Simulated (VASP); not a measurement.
# NaB2 (P6/mmm) in VASP: further runs, part 2 of 2

VASP 6.6.1.

### 3 Single point, PBE

This run uses another cell than the first one, of 11.49 Å³/atom.

The input, INCAR:

```
SYSTEM = NaB2
ALGO = Normal ; EDIFF = 1E-7
ENCUT = 520 ; GGA = PE
ISIF = 2 ; ISMEAR = 0
LASPH = .True. ; LCHARG = .False.
LREAL = .False. ; LWAVE = .False.
NBANDS = 14 ; NELM = 60
PREC = Accurate ; SIGMA = 0.1
```

The input, KPOINTS:

```
k-points
0
Gamma
  18 18 12
  0 0 0
```

The input, POSCAR:

```
NaB2
1.0
    3.0357793219      0.0000000000      0.0000000000
   -1.5178896610      2.6290620131      0.0000000000
    0.0000000000      0.0000000000      4.3181771265
Na B
1 2
Direct
    0.0000000000      0.0000000000      0.0000000000
    0.6666666667      0.3333333333      0.5000000000
    0.3333333333      0.6666666667      0.5000000000
```

Potentials or basis: VASP PAW PBE potentials, release 64 (Na_pv, B).

Started as:

```
cat potpaw_PBE.64/Na_pv/POTCAR potpaw_PBE.64/B/POTCAR > POTCAR
mpirun -np 1 vasp_std > vasp.out
```

OUTCAR:

```text
SYSTEM = NaB2
   EDIFF = 1E-7
   ENCUT = 520
   GGA = PE
   ISIF = 2
   ISMEAR = 0
   LASPH = .True.
   LREAL = .False.
   NELM = 60
   PREC = Accurate

 ion  position               nearest neighbor table
   1  0.000  0.000  0.000-
   2  0.667  0.333  0.500-   3 1.75   3 1.75   3 1.75
   3  0.333  0.667  0.500-   2 1.75   2 1.75   2 1.75

  LATTYP: Found a hexagonal cell.
 ALAT       =     3.0357793219
 C/A-ratio  =     1.4224278739

  Lattice vectors:

 A1 = (   3.0357793219,   0.0000000000,   0.0000000000)
 A2 = (  -1.5178896610,   2.6290620131,   0.0000000000)
 A3 = (   0.0000000000,   0.0000000000,   4.3181771265)

Analysis of symmetry for initial positions (statically):
=====================================================================
 Subroutine PRICEL returns:
 Original cell was already a primitive cell.

 Routine SETGRP: Setting up the symmetry group for a
 hexagonal supercell.

 Subroutine GETGRP returns: Found 24 space group operations
 (whereof 24 operations were pure point group operations)
 out of a pool of 24 trial point group operations.

The static configuration has the point symmetry D_6h.

Analysis of symmetry for dynamics (positions and initial velocities):
=====================================================================
 Subroutine PRICEL returns:
 Original cell was already a primitive cell.

 Routine SETGRP: Setting up the symmetry group for a
 hexagonal supercell.

 Subroutine GETGRP returns: Found 24 space group operations
 (whereof 24 operations were pure point group operations)
 out of a pool of 24 trial point group operations.

The dynamic configuration has the point symmetry D_6h.

 Subroutine INISYM returns: Found 24 space group operations
 (whereof 24 operations are pure point group operations),
 and found     1 'primitive' translations

----------------------------------------------------------------------------------------

                                     Primitive cell

  volume of cell :      34.4645

  direct lattice vectors                    reciprocal lattice vectors
     3.035779322  0.000000000  0.000000000     0.329404708  0.190181897  0.000000000
    -1.517889661  2.629062013  0.000000000     0.000000000  0.380363793  0.000000000
     0.000000000  0.000000000  4.318177127     0.000000000  0.000000000  0.231579199

  length of vectors
     3.035779322  3.035779322  4.318177127     0.380363793  0.380363793  0.231579199

  position of ions in fractional coordinates (direct lattice)
     0.000000000  0.000000000  0.000000000
     0.666666667  0.333333333  0.500000000
     0.333333333  0.666666667  0.500000000

  ion indices of the primitive-cell ions
   primitive index   ion index
                 1           1
                 2           2
                 3           3

----------------------------------------------------------------------------------------

 KPOINTS: k-points

Automatic generation of k-mesh.
[... 28 lines left out ...]
  0.277778  0.000000  0.000000      6.000000
[... 16 lines left out ...]
  0.333333  0.111111  0.000000     12.000000
  0.388889  0.111111  0.000000     12.000000
 [... further k-points ...]
   k-points           NKPTS =    259   k-points in BZ     NKDIM =    259   number of bands    NBANDS=     14
   number of dos      NEDOS =    301   number of ions     NIONS =      3
   total plane-waves  NPLWV =  18432
   dimension x,y,z NGX =    24 NGY =   24 NGZ =   32
   dimension x,y,z NGXF=    48 NGYF=   48 NGZF=   64
   ions per type =               1   2
   NGX,Y,Z   is equivalent  to a cutoff of  13.14, 13.14, 12.32 a.u.
   NGXF,Y,Z  is equivalent  to a cutoff of  26.29, 26.29, 24.64 a.u.
 SYSTEM =  NaB2
   PREC   = accura    normal or accurate (medium, high low for compatibility)
   ISTART =      0    job   : 0-new  1-cont  2-samecut
   ICHARG =      2    charge: 1-file 2-atom 10-const
   ISPIN  =      1    spin polarized calculation?
   LNONCOLLINEAR =      F non collinear calculations
   LSORBIT =      F    spin-orbit coupling
   LASPH  =      T    aspherical Exc in radial PAW
   ENCUT  =  520.0 eV  38.22 Ry    6.18 a.u.   5.64  5.64  8.03*2*pi/ulx,y,z
   NELM   =     60;   NELMIN=  2; NELMDL= -5     # of ELM steps
   EDIFF  = 0.1E-06   stopping-criterion for ELM
   LREAL  =      F    real-space projection
   EDIFFG = 0.1E-05   stopping-criterion for IOM
   NSW    =      0    number of steps for IOM
   IBRION =     -1    ionic relax: 0-MD 1-quasi-New 2-CG
   NFREE  =      0    steps in history (QN), initial steepest desc. (CG)
   ISIF   =      2    stress and relaxation
   ISYM   =      2    0-nonsym 1-usesym 2-fastsym
   POTIM  = 0.5000    time-step for ionic-motion
   TEBEG  =    0.0;   TEEND  =   0.0 temperature during run
   PSTRESS=    0.0 pullay stress
   NELECT =      13.0000    total number of electrons
   NUPDOWN=      -1.0000    fix difference up-down
   EMIN   =  10.00;   EMAX   =-10.00  energy-range for DOS
   EFERMI =   0.00;   METHOD = LEGACY
   ISMEAR =     0;   SIGMA  =   0.10  broadening in eV -4-tet -1-fermi 0-gaus
   EFERMI_NEDOS =   21; number of points for ismear=-14 and -15
   IALGO  =     38    algorithm
   IMIX   =      4    mixing-type and parameters
     AMIX     =   0.40;   BMIX     =  1.00
     AMIX_MAG =   1.60;   BMIX_MAG =  1.00
  volume/ion in A,a.u.               =      11.49        77.53
  Fermi-wavevector in a.u.,A,eV,Ry     =   1.182857  2.235275 19.036590  1.399150
  Thomas-Fermi vector in A             =   2.319103
   LORBIT       =      0    0 simple, 1 ext, 2 COOP (PROOUT), +10 PAW based schemes
   GGA     = PE    functional components
   LHFCALC =     F    Hartree Fock is set to
   AEXX    =    0.0000 exact exchange contribution
   IVDW    =     0    specifies the selected vdW correction
   LEPSILON=     F    determine dielectric tensor
   LRPA    =     F    only Hartree local field effects (RPA)
 non-spin polarized calculation
 Gauss-broadening in eV      SIGMA  =   0.10
  energy-cutoff  :      520.00
  volume of cell :       34.46
 maximum number of plane-waves:       958
 NGX is ok and might be reduce to    24
   NGX = 11   NGY = 11   NGZ = 17

 number of electron      12.9999985 magnetization

 Free energy of the ion-electron system (eV)
  ---------------------------------------------------
  ext. energy  EPLUGINS =         0.00000000
  ---------------------------------------------------
  free energy    TOTEN  =       -13.79981236 eV

  energy without entropy =      -13.79465351  energy(sigma->0) =      -13.79723293

 E-fermi :   2.8629     XC(G=0):  -9.9066

 val. band max:        2.8541463986   @ k =   0.3889   0.0556   0.0833
 cond. band min:       2.8789506380   @ k =   0.3333   0.1667   0.1667
 fundamental gap:      0.0248042395
 Fermi energy:         2.8629006225

 k-point     1 :       0.0000    0.0000    0.0000
  band No.  band energies     occupation
      1     -20.4627      2.00000
      2     -20.4627      2.00000
      3     -20.4593      2.00000
      4      -7.6757      2.00000
      5       0.2324      2.00000
      6       4.4483      0.00000
      7       4.4483      0.00000
      8       4.7822      0.00000
      9      11.4710      0.00000
     10      11.4710      0.00000
     11      13.3801      0.00000
     12      13.6261      0.00000
     13      18.8421      0.00000
     14      20.2288      0.00000
[... 377 lines left out ...]
      1     -20.6604      2.00000
      2     -20.5229      2.00000
      3     -20.4170      2.00000
      4      -4.2951      2.00000
      5      -2.4024      2.00000
      6       1.3571      2.00000
      7       3.3562      0.00000
      8       6.6817      0.00000
      9       8.5055      0.00000
     10      10.0915      0.00000
     11      11.8223      0.00000
     12      14.8454      0.00000
     13      17.7638      0.00000
     14      18.7510      0.00000

 [... further k-points ...]

------------------------ aborting loop because EDIFF is reached ----------------------------------------

  FORCE on cell =-STRESS in cart. coord.  units (eV):
  Direction    XX          YY          ZZ          XY          YZ          ZX
  --------------------------------------------------------------------------------------
  -------------------------------------------------------------------------------------
  Total        0.0008814      0.0008814      0.0046967     -0.0000000     -0.0000000      0.0000000
  in kB        0.0409755      0.0409755      0.2183373     -0.0000000     -0.0000000      0.0000000
  external PRESSURE =       0.1000961 kB  Pullay stress =       0.0000000 kB

 VOLUME and BASIS-vectors are now :
 -----------------------------------------------------------------------------
  energy-cutoff  :      520.00
  volume of cell :       34.46
      direct lattice vectors                 reciprocal lattice vectors
     3.035779322  0.000000000  0.000000000     0.329404708  0.190181897  0.000000000
    -1.517889661  2.629062013  0.000000000     0.000000000  0.380363793  0.000000000
     0.000000000  0.000000000  4.318177127     0.000000000  0.000000000  0.231579199

 POSITION                                       TOTAL-FORCE (eV/Angst)
 -----------------------------------------------------------------------------------
      0.00000      0.00000      0.00000         0.000000      0.000000     -0.000000
      1.51789      0.87635      2.15909        -0.000000     -0.000000     -0.000000
     -0.00000      1.75271      2.15909         0.000000      0.000000      0.000000
 -----------------------------------------------------------------------------------
    total drift:                               -0.000000      0.000000      0.000000

  FREE ENERGIE OF THE ION-ELECTRON SYSTEM (eV)
  ---------------------------------------------------
  free  energy   TOTEN  =       -13.7998123568 eV

  energy  without entropy=      -13.7946535115  energy(sigma->0) =      -13.79723293
```

Run time: 77 s. Hardware: 1 thread of AMD EPYC 7R13, shared host; peak memory 0.2 GiB.

Results:

| Quantity | Value |
| --- | --- |
| Free energy | -13.7998 eV |
| Pressure | 0.0 GPa |
| Band gap on the k mesh | zero (an odd number of electrons rules out a gap without spin polarisation) |

### 4 Relaxation of cell and atoms, PBE

The input, INCAR:

```
PREC = Accurate
ENCUT = 600
EDIFF = 1E-6
ISMEAR = 0
SIGMA = 0.1
LREAL = F
LASPH = T
NELM = 80
ALGO = Normal
ISIF = 3
LWAVE = F
LCHARG = F
GGA = PE
IBRION = 2
NSW = 100
EDIFFG = -0.01
```

The input, KPOINTS:

```
regular mesh
0
Gamma
  18 18 12
```

The input, POSCAR:

```
NaB2
1.0
    3.0371432762      0.0000000000      0.0000000000
   -1.5185716381      2.6302432321      0.0000000000
    0.0000000000      0.0000000000      4.2990676377
Na B
1 2
Direct
    0.0000000000      0.0000000000      0.0000000000
    0.6666666667      0.3333333333      0.5000000000
    0.3333333333      0.6666666667      0.5000000000
```

Started as:

```
cat potpaw_PBE.64/Na_pv/POTCAR potpaw_PBE.64/B/POTCAR > POTCAR
mpirun -np 1 vasp_std > vasp.out
```

Wall time 1.8 min (1 thread of AMD EPYC 7R13, shared host); peak memory 0.21 GiB.

Results (log left out):

| Item | Value |
| --- | --- |
| Free energy | -13.8011 eV |
| Relaxed volume | 11.48 Å³/atom |
| Relaxed cell | a = 3.035 Å, b = 3.035 Å, c = 4.317 Å, α = 90.00°, β = 90.00°, γ = 120.00° |
| Space group after relaxing (to 0.1 Å) | P6/mmm (No. 191) |
| Energy gained by relaxing | 0.1 meV/atom |
| Ionic steps | 3 |
| Pressure after relaxing | 0.1 GPa |
| Band gap on the k mesh | zero (an odd number of electrons rules out a gap without spin polarisation) |

Step by step:
| step | energy change (eV) | largest force (eV/Å) | pressure (GPa) | volume (Å³) |
| --- | --- | --- | --- | --- |
| 1 | 0.0000 | 0.0000 | 0.14 | 34.34 |
| 2 | -0.0002 | 0.0000 | 0.09 | 34.39 |
| 3 | -0.0003 | 0.0000 | 0.06 | 34.44 |

Final structure:
```
Na B
1.0
     3.03502    0.00000    0.00000
    -1.51751    2.62841    0.00000
     0.00000    0.00000    4.31742
Na B
1 2
Direct
  0.00000 0.00000 0.00000
  0.66667 0.33333 0.50000
  0.33333 0.66667 0.50000
```

Levels at points of the mesh, in eV from the Fermi level:
```csv
k point,band 5,band 6,band 7,band 8,band 9,band 10
"(0.00, 0.00, 0.00)",-2.63,1.59,1.59,1.92,8.61,8.61
"(0.50, 0.00, 0.00)",-6.01,-0.81,0.57,3.58,6.00,6.30
"(0.00, 0.00, 0.50)",-4.59,1.64,1.64,6.69,8.58,8.58
"(0.50, 0.00, 0.50)",-5.75,-0.81,-0.61,1.70,7.45,10.31
```

### 5 Overview

```csv
task,cell,k mesh,cutoff (eV),gap on the mesh (eV),pressure (GPa)
single point,"a = 3.037, b = 3.037, c = 4.299 Å, angles 90.0, 90.0, 120.0°, 3 atoms",6 × 6 × 4,520,none,0.1
single point,"a = 3.036, b = 3.036, c = 4.318 Å, angles 90.0, 90.0, 120.0°, 3 atoms",18 × 18 × 12,520,none,0.0
relaxation of cell and atoms,"relaxed from a = 3.037, b = 3.037, c = 4.299 Å, angles 90.0, 90.0, 120.0°, 3 atoms",18 × 18 × 12,600,none,0.1
```

Alike in all rows: level PBE; potentials or basis VASP PAW PBE potentials, release 64 (Na_pv, B); no spin polarisation; smearing gaussian 0.1 eV.

Caveats: some runs use coarse meshes.

Total energies depend on the potentials used, so only differences within one code and one set of settings carry meaning.

The gap in the log of VASP goes by the Fermi energy; the results here count the filled bands.